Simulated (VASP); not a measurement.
# Pt3Cl (P6_3/mmc) in VASP: a series of runs

Runs on Pt3Cl. Level: PBE. Tasks: relaxation of cell and atoms, single point.

Everything below comes from runs of VASP 6.6.1. Logs are shortened: lines on timing, memory, paths and dates and some standing lists are left out, and cuts for length are marked.

## (1) The cell of the first run

It takes space group P6_3/mmc (No. 194, hexagonal). Conventional cell: a = 6.679 Å, b = 6.679 Å, c = 3.642 Å, α = 90.00°, β = 90.00°, γ = 120.00°. Pt (site symmetry mm2) has 4 Cl at 2.65 to 3.34 Å and 8 Pt at 2.65 to 3.34 Å within 3.5 Å. Within 3.5 Å of Cl (site symmetry -6m2) lie 12 Pt at 2.65 to 3.34 Å.

## (2) Relaxation of cell and atoms, PBE

File INCAR:

```
PREC     = Accurate       # precision mode
ENCUT    = 600            # plane-wave cutoff, eV
EDIFF    = 1E-7           # SCF threshold, eV
ISMEAR   = 0              # smearing method
SIGMA    = 0.1            # smearing width, eV
LREAL    = F              # projectors in reciprocal space
LASPH    = T              # aspherical terms in the spheres
NELM     = 80             # most SCF steps
ALGO     = Normal         # electronic algorithm
ISIF     = 3              # what is computed and relaxed
LWAVE    = F              # write WAVECAR
LCHARG   = F              # write CHGCAR
GGA      = PE             # functional
IBRION   = 2              # ionic algorithm
NSW      = 100            # ionic steps
EDIFFG   = -0.01          # ionic threshold
```

File KPOINTS:

```
Automatic mesh
0
Gamma
  6 6 10
```

File POSCAR:

```
Pt3Cl
1.0
    6.6793394859      0.0000000000      0.0000000000
   -3.3396697429      5.7844776753      0.0000000000
    0.0000000000      0.0000000000      3.6415246374
Pt Cl
6 2
Direct
    0.8331238632      0.6662477264      0.2500000000
    0.1668761368      0.8331238632      0.7500000000
    0.3337522736      0.1668761368      0.2500000000
    0.1668761368      0.3337522736      0.7500000000
    0.8331238632      0.1668761368      0.2500000000
    0.6662477264      0.8331238632      0.7500000000
    0.3333333333      0.6666666667      0.2500000000
    0.6666666667      0.3333333333      0.7500000000
```

Potentials or basis: VASP PAW PBE potentials, release 64 (Pt, Cl).

Run with:

```sh
> cat potpaw_PBE.64/Pt/POTCAR potpaw_PBE.64/Cl/POTCAR > POTCAR
> mpirun -np 1 vasp_std > vasp.out
```

OUTCAR:

```text
PREC = Accurate
   ENCUT = 600
   EDIFF = 1E-7
   ISMEAR = 0
   LREAL = F
   LASPH = T
   NELM = 80
   ISIF = 3
   GGA = PE
   IBRION = 2
   NSW = 100
   EDIFFG = -0.01

 ion  position               nearest neighbor table
   1  0.833  0.666  0.250-   8 2.65   8 2.65   6 2.65   6 2.65   2 2.65   2 2.65   5 3.34   3 3.34
                             5 3.34   3 3.34
   2  0.167  0.833  0.750-   7 2.65   7 2.65   3 2.65   3 2.65   1 2.65   1 2.65   4 3.34   6 3.34
                             4 3.34   6 3.34
   3  0.334  0.167  0.250-   8 2.65   8 2.65   4 2.65   4 2.65   2 2.65   2 2.65   5 3.34   1 3.34
                             5 3.34   1 3.34
   4  0.167  0.334  0.750-   7 2.65   7 2.65   3 2.65   3 2.65   5 2.65   5 2.65   2 3.34   6 3.34
                             2 3.34   6 3.34
   5  0.833  0.167  0.250-   8 2.65   8 2.65   6 2.65   6 2.65   4 2.65   4 2.65   1 3.34   3 3.34
                             1 3.34   3 3.34
   6  0.666  0.833  0.750-   7 2.65   7 2.65   1 2.65   1 2.65   5 2.65   5 2.65   2 3.34   4 3.34
                             2 3.34   4 3.34
   7  0.333  0.667  0.250-   2 2.65   2 2.65   4 2.65   4 2.65   6 2.65   6 2.65
   8  0.667  0.333  0.750-   5 2.65   5 2.65   1 2.65   1 2.65   3 2.65   3 2.65

  LATTYP: Found a hexagonal cell.
 ALAT       =     6.6793394859
 C/A-ratio  =     0.5451923270

  Lattice vectors:

 A1 = (   6.6793394859,   0.0000000000,   0.0000000000)
 A2 = (  -3.3396697429,   5.7844776753,   0.0000000000)
 A3 = (   0.0000000000,   0.0000000000,   3.6415246374)

Analysis of symmetry for initial positions (statically):
=====================================================================
 Subroutine PRICEL returns:
 Original cell was already a primitive cell.

 Routine SETGRP: Setting up the symmetry group for a
 hexagonal supercell.

 Subroutine GETGRP returns: Found 24 space group operations
 (whereof 12 operations were pure point group operations)
 out of a pool of 24 trial point group operations.

The static configuration has the point symmetry D_3d.
 The point group associated with its full space group is D_6h.

Analysis of symmetry for dynamics (positions and initial velocities):
=====================================================================
 Subroutine PRICEL returns:
 Original cell was already a primitive cell.

 Routine SETGRP: Setting up the symmetry group for a
 hexagonal supercell.

 Subroutine GETGRP returns: Found 24 space group operations
 (whereof 12 operations were pure point group operations)
 out of a pool of 24 trial point group operations.

The dynamic configuration has the point symmetry D_3d.
 The point group associated with its full space group is D_6h.

 Subroutine INISYM returns: Found 24 space group operations
 (whereof 12 operations are pure point group operations),
 and found     1 'primitive' translations

----------------------------------------------------------------------------------------

                                     Primitive cell

  volume of cell :     140.6957

  direct lattice vectors                    reciprocal lattice vectors
     6.679339486  0.000000000  0.000000000     0.149715403  0.086438228  0.000000000
    -3.339669743  5.784477675  0.000000000     0.000000000  0.172876456  0.000000000
     0.000000000  0.000000000  3.641524637     0.000000000  0.000000000  0.274610252

  length of vectors
     6.679339486  6.679339486  3.641524637     0.172876456  0.172876456  0.274610252

  position of ions in fractional coordinates (direct lattice)
     0.833123863  0.666247726  0.250000000
     0.166876137  0.833123863  0.750000000
     0.333752274  0.166876137  0.250000000
     0.166876137  0.333752274  0.750000000
     0.833123863  0.166876137  0.250000000
     0.666247726  0.833123863  0.750000000
     0.333333333  0.666666667  0.250000000
     0.666666667  0.333333333  0.750000000

  ion indices of the primitive-cell ions
   primitive index   ion index
                 1           1
                 2           2
                 3           3
                 4           4
                 5           5
                 6           6
                 7           7
                 8           8

----------------------------------------------------------------------------------------

 KPOINTS: Automatic mesh

Automatic generation of k-mesh.
 Grid dimensions read from file:
 generate k-points for:    6    6   10

 Generating k-lattice:

  Cartesian coordinates                     Fractional coordinates (reciprocal lattice)
     0.024952567  0.014406371  0.000000000     0.166666667  0.000000000  0.000000000
     0.000000000  0.028812743  0.000000000     0.000000000  0.166666667  0.000000000
     0.000000000  0.000000000  0.027461025     0.000000000  0.000000000  0.100000000

  Length of vectors
     0.028812743  0.028812743  0.027461025

  Shift w.r.t. Gamma in fractional coordinates (k-lattice)
     0.000000000  0.000000000  0.000000000

 Subroutine IBZKPT returns following result:
 ===========================================

 Found     42 irreducible k-points:

 Following reciprocal coordinates:
            Coordinates               Weight
  0.000000  0.000000  0.000000      1.000000
  0.166667 -0.000000  0.000000      6.000000
  0.333333 -0.000000  0.000000      6.000000
  0.500000 -0.000000  0.000000      3.000000
  0.166667  0.166667  0.000000      6.000000
  0.333333  0.166667  0.000000     12.000000
[... 16 lines left out ...]
  0.166667 -0.000000  0.300000     12.000000
  0.333333 -0.000000  0.300000     12.000000
 [... further k-points ...]
   k-points           NKPTS =     42   k-points in BZ     NKDIM =     42   number of bands    NBANDS=     44
   number of dos      NEDOS =    301   number of ions     NIONS =      8
   total plane-waves  NPLWV =  87480
   dimension x,y,z NGX =    54 NGY =   54 NGZ =   30
   dimension x,y,z NGXF=   108 NGYF=  108 NGZF=   60
   ions per type =               6   2
   NGX,Y,Z   is equivalent  to a cutoff of  13.44, 13.44, 13.70 a.u.
   NGXF,Y,Z  is equivalent  to a cutoff of  26.88, 26.88, 27.39 a.u.
 SYSTEM =  unknown system
   PREC   = accura    normal or accurate (medium, high low for compatibility)
   ISTART =      0    job   : 0-new  1-cont  2-samecut
   ICHARG =      2    charge: 1-file 2-atom 10-const
   ISPIN  =      1    spin polarized calculation?
   LNONCOLLINEAR =      F non collinear calculations
   LSORBIT =      F    spin-orbit coupling
   LASPH  =      T    aspherical Exc in radial PAW
   ENCUT  =  600.0 eV  44.10 Ry    6.64 a.u.  13.34 13.34  7.27*2*pi/ulx,y,z
   NELM   =     80;   NELMIN=  2; NELMDL= -5     # of ELM steps
   EDIFF  = 0.1E-06   stopping-criterion for ELM
   LREAL  =      F    real-space projection
   EDIFFG = -.1E-01   stopping-criterion for IOM
   NSW    =    100    number of steps for IOM
   IBRION =      2    ionic relax: 0-MD 1-quasi-New 2-CG
   NFREE  =      1    steps in history (QN), initial steepest desc. (CG)
   ISIF   =      3    stress and relaxation
   ISYM   =      2    0-nonsym 1-usesym 2-fastsym
   POTIM  = 0.5000    time-step for ionic-motion
   TEBEG  =    0.0;   TEEND  =   0.0 temperature during run
   PSTRESS=    0.0 pullay stress
   NELECT =      74.0000    total number of electrons
   NUPDOWN=      -1.0000    fix difference up-down
   EMIN   =  10.00;   EMAX   =-10.00  energy-range for DOS
   EFERMI =   0.00;   METHOD = LEGACY
   ISMEAR =     0;   SIGMA  =   0.10  broadening in eV -4-tet -1-fermi 0-gaus
   EFERMI_NEDOS =   21; number of points for ismear=-14 and -15
   IALGO  =     38    algorithm
   IMIX   =      4    mixing-type and parameters
     AMIX     =   0.40;   BMIX     =  1.00
     AMIX_MAG =   1.60;   BMIX_MAG =  1.00
  volume/ion in A,a.u.               =      17.59       118.68
  Fermi-wavevector in a.u.,A,eV,Ry     =   1.321473  2.497223 23.759745  1.746292
  Thomas-Fermi vector in A             =   2.451225
   LORBIT       =      0    0 simple, 1 ext, 2 COOP (PROOUT), +10 PAW based schemes
   GGA     = PE    functional components
   LHFCALC =     F    Hartree Fock is set to
   AEXX    =    0.0000 exact exchange contribution
   IVDW    =     0    specifies the selected vdW correction
   LEPSILON=     F    determine dielectric tensor
   LRPA    =     F    only Hartree local field effects (RPA)
 conjugate gradient relaxation of ions
 non-spin polarized calculation
 Gauss-broadening in eV      SIGMA  =   0.10
  energy-cutoff  :      600.00
  volume of cell :      140.70
 maximum number of plane-waves:      4737
 NGX is ok and might be reduce to    54
   NGX = 27   NGY = 27   NGZ = 15

--------------------------------------- Ionic step        1  -------------------------------------------

 number of electron      73.9999995 magnetization

 Free energy of the ion-electron system (eV)
  ---------------------------------------------------
  ext. energy  EPLUGINS =         0.00000000
  ---------------------------------------------------
  free energy    TOTEN  =       -35.24597894 eV

  energy without entropy =      -35.20566163  energy(sigma->0) =      -35.22582029

------------------------ aborting loop because EDIFF is reached ----------------------------------------

  FORCE on cell =-STRESS in cart. coord.  units (eV):
  Direction    XX          YY          ZZ          XY          YZ          ZX
  --------------------------------------------------------------------------------------
  -------------------------------------------------------------------------------------
  Total       -0.2136266     -0.2136266     -0.6765645     -0.0000000      0.0000000     -0.0000000
  in kB       -2.4326795     -2.4326795     -7.7044014     -0.0000000      0.0000000     -0.0000000
  external PRESSURE =      -4.1899201 kB  Pullay stress =       0.0000000 kB
[... 153 lines left out ...]
  energy  without entropy=      -35.2069459601  energy(sigma->0) =      -35.22697454

--------------------------------------- Ionic step        5  -------------------------------------------

 number of electron      74.0000002 magnetization

 Free energy of the ion-electron system (eV)
  ---------------------------------------------------
  ext. energy  EPLUGINS =         0.00000000
  ---------------------------------------------------
  free energy    TOTEN  =       -35.24720377 eV

  energy without entropy =      -35.20718801  energy(sigma->0) =      -35.22719589

 E-fermi :   8.1591     XC(G=0): -11.9738

 val. band max:        8.1435696491   @ k =   0.1667   0.1667   0.3000
 cond. band min:       8.1614859810   @ k =   0.1667  -0.0000   0.2000
 fundamental gap:      0.0179163319
 Fermi energy:         8.1591403907

 k-point     1 :       0.0000    0.0000    0.0000
  band No.  band energies     occupation
      1      -9.2041      2.00000
      2      -8.9971      2.00000
      3       1.1727      2.00000
      4       1.1727      2.00000
      5       1.3486      2.00000
      6       1.3486      2.00000
[... 1117 lines left out ...]
     43      11.5108      0.00000
     44      12.3815      0.00000

 [... further k-points ...]

------------------------ aborting loop because EDIFF is reached ----------------------------------------

  FORCE on cell =-STRESS in cart. coord.  units (eV):
  Direction    XX          YY          ZZ          XY          YZ          ZX
  --------------------------------------------------------------------------------------
  -------------------------------------------------------------------------------------
  Total       -0.0019304     -0.0019304      0.0343283     -0.0000000      0.0000000      0.0000000
  in kB       -0.0220125     -0.0220125      0.3914543     -0.0000000      0.0000000      0.0000000
  external PRESSURE =       0.1158097 kB  Pullay stress =       0.0000000 kB
[... 23 lines left out ...]
  FREE ENERGIE OF THE ION-ELECTRON SYSTEM (eV)
  ---------------------------------------------------
  free  energy   TOTEN  =       -35.2472037741 eV

  energy  without entropy=      -35.2071880079  energy(sigma->0) =      -35.22719589

 reached required accuracy - stopping structural energy minimisation
```

Run time: 19 min. Hardware: 1 thread of Intel Xeon 8259CL, shared host; peak memory 0.45 GiB.

Results:

- Free energy: -35.2472 eV
- Relaxed volume: 17.56 Å³/atom
- Relaxed cell: a = 6.692 Å, b = 6.692 Å, c = 3.623 Å, α = 90.00°, β = 90.00°, γ = 120.00°
- Space group after relaxing (to 0.1 Å): P6_3/mmc (No. 194)
- Energy gained by relaxing: 0.2 meV/atom
- Ionic steps: 5
- Pressure after relaxing: 0.0 GPa
- Largest force after relaxing: 0.005 eV/Å
- Band gap on the k mesh: zero (bands 37 and 38 overlap by 0.85 eV)

Forces in eV/Å, atoms in the order of the input:
```
Pt   0.000  0.005  0.000
Pt  -0.004  0.002  0.000
Pt  -0.004 -0.002  0.000
Pt   0.000 -0.005  0.000
Pt   0.004 -0.002  0.000
Pt   0.004  0.002  0.000
Cl   0.000  0.000  0.000
Cl   0.000  0.000  0.000
```

Step by step:
```
step  energy change (eV)  largest force (eV/Å)  pressure (GPa)  volume (Å³)
   1              0.0000                0.0174           -0.42       140.70
   2              0.0003                0.0343            0.66       139.76
   3             -0.0008                0.0063            0.08       140.26
   4             -0.0010                0.0034            0.06       140.32
   5             -0.0012                0.0047            0.01       140.50
```

Final structure:
```
Pt Cl
1.0
     6.69169    0.00000    0.00000
    -3.34585    5.79518    0.00000
     0.00000    0.00000    3.62309
Pt Cl
6 2
Direct
  0.83310 0.66619 0.25000
  0.16690 0.83310 0.75000
  0.33381 0.16690 0.25000
  0.16690 0.33381 0.75000
  0.83310 0.16690 0.25000
  0.66619 0.83310 0.75000
  0.33333 0.66667 0.25000
  0.66667 0.33333 0.75000
```

Caveat: spin-orbit coupling is left out, which moves the levels of the heavy elements.

## (3) Single point, PBE

This run uses another cell than the first one, of 17.53 Å³/atom.

File INCAR:

```
PREC = Accurate ; ENCUT = 520
EDIFF = 1E-6 ; ISMEAR = 0
SIGMA = 0.1 ; LREAL = F
LASPH = T ; NELM = 80
ALGO = Normal ; ISIF = 2
LWAVE = F ; LCHARG = T
GGA = PE ; LELF = T
LVHAR = T ; NBANDS = 47
```

File KPOINTS:

```
Automatic mesh
0
Gamma
  3 3 4
```

File POSCAR:

```
Pt3Cl
1.0
    6.7224172230      0.0000000000      0.0000000000
   -3.3612086115      5.8217840899      0.0000000000
    0.0000000000      0.0000000000      3.5841707329
Pt Cl
6 2
Direct
    0.8314011610      0.6628023221      0.2500000000
    0.1685988390      0.8314011610      0.7500000000
    0.3371976779      0.1685988390      0.2500000000
    0.1685988390      0.3371976779      0.7500000000
    0.8314011610      0.1685988390      0.2500000000
    0.6628023221      0.8314011610      0.7500000000
    0.3333333333      0.6666666667      0.2500000000
    0.6666666667      0.3333333333      0.7500000000
```

Potentials or basis: VASP PAW PBE potentials, release 64 (Pt, Cl).

Run with:

```sh
> cat potpaw_PBE.64/Pt/POTCAR potpaw_PBE.64/Cl/POTCAR > POTCAR
> mpirun -np 1 vasp_std > vasp.out
```

Run time: 63 s. Hardware: 1 thread of Oxide Virtual Turin-like, shared host; peak memory 0.22 GiB.

It converged, with:

- Free energy: -35.2716 eV
- Pressure: -0.2 GPa
- Largest force: 0.021 eV/Å
- Band gap on the k mesh: zero (bands 37 and 38 overlap by 0.89 eV)

Forces in eV/Å, atoms in the order of the input:
```
Pt   0.000  0.021  0.000
Pt  -0.018  0.010  0.000
Pt  -0.018 -0.010  0.000
Pt   0.000 -0.021  0.000
Pt   0.018 -0.010  0.000
Pt   0.018  0.010  0.000
Cl   0.000  0.000  0.000
Cl   0.000  0.000  0.000
```

Stress tensor (GPa, compression positive):
```
-0.18  0.00  0.00
 0.00 -0.18  0.00
 0.00  0.00 -0.27
```

Levels at points of the mesh, in eV from the Fermi level:
```tsv
k point	band 32	band 33	band 34	band 35	band 36	band 37	band 38	band 39	band 40	band 41
(0.00, 0.00, 0.00)	-0.97	-0.91	-0.91	-0.52	-0.52	-0.43	0.65	0.65	1.05	1.12
(0.00, 0.00, 0.50)	-1.08	-0.60	-0.60	-0.60	-0.60	-0.60	-0.60	1.11	1.11	3.36
```

Caveat: the k points lie up to 0.44 Å⁻¹ apart, too coarse for converged energies and pressures of a metal; spin-orbit coupling is left out, which moves the levels of the heavy elements.

## (4) Single point, PBE

File INCAR:

```
ALGO     = Normal         # electronic algorithm
EDIFF    = 1E-6           # SCF threshold, eV
ENCUT    = 520            # plane-wave cutoff, eV
GGA      = PE             # functional
ISIF     = 2              # what is computed and relaxed
ISMEAR   = 0              # smearing method
LASPH    = True           # aspherical terms in the spheres
LCHARG   = True           # write CHGCAR
LELF     = True           # ELF
LREAL    = False          # projectors in reciprocal space
LVHAR    = True         
LWAVE    = False          # write WAVECAR
NBANDS   = 47             # bands
NELM     = 60             # most SCF steps
PREC     = Accurate       # precision mode
SIGMA    = 0.1            # smearing width, eV
```

File KPOINTS:

```
k-points
0
Gamma
  3 3 6
```

File POSCAR:

```
Pt3Cl
1.0
    6.6793394859      0.0000000000      0.0000000000
   -3.3396697429      5.7844776753      0.0000000000
    0.0000000000      0.0000000000      3.6415246374
Pt Cl
6 2
Direct
    0.8331238632      0.6662477264      0.2500000000
    0.1668761368      0.8331238632      0.7500000000
    0.3337522736      0.1668761368      0.2500000000
    0.1668761368      0.3337522736      0.7500000000
    0.8331238632      0.1668761368      0.2500000000
    0.6662477264      0.8331238632      0.7500000000
    0.3333333333      0.6666666667      0.2500000000
    0.6666666667      0.3333333333      0.7500000000
```

Run with:

```sh
> cat potpaw_PBE.64/Pt/POTCAR potpaw_PBE.64/Cl/POTCAR > POTCAR
> mpirun -np 1 vasp_std > vasp.out
```

Wall time 83 s (1 thread of Oxide Virtual Turin-like, shared host); peak memory 0.23 GiB.

It converged, with:

- Free energy: -35.2209 eV
- Pressure: -0.4 GPa
- Largest force: 0.020 eV/Å
- Band gap on the k mesh: zero (bands 37 and 38 overlap by 0.83 eV)

Forces on the atoms (eV/Å):
```
Pt   0.000  0.020  0.000
Pt  -0.017  0.010  0.000
Pt  -0.017 -0.010  0.000
Pt   0.000 -0.020  0.000
Pt   0.017 -0.010  0.000
Pt   0.017  0.010  0.000
Cl   0.000  0.000  0.000
Cl   0.000  0.000  0.000
```

Stress tensor (GPa, compression positive):
```
-0.38  0.00  0.00
 0.00 -0.38  0.00
 0.00  0.00 -0.53
```

Levels at points of the mesh, in eV from the Fermi level:
| k point | band 33 | band 34 | band 35 | band 36 | band 37 | band 38 | band 39 | band 40 | band 41 | band 42 |
| --- | --- | --- | --- | --- | --- | --- | --- | --- | --- | --- |
| (0.00, 0.00, 0.00) | -0.85 | -0.85 | -0.57 | -0.57 | -0.42 | 0.77 | 0.77 | 1.07 | 1.09 | 2.70 |
| (0.00, 0.00, 0.50) | -0.62 | -0.62 | -0.55 | -0.55 | -0.55 | -0.55 | 1.02 | 1.02 | 3.31 | 3.31 |

Caveat: the k points lie up to 0.36 Å⁻¹ apart, too coarse for converged energies and pressures of a metal; spin-orbit coupling is left out, which moves the levels of the heavy elements.

[end of part 1 of 2]

The gap in the log of VASP goes by the Fermi energy; the results here count the filled bands.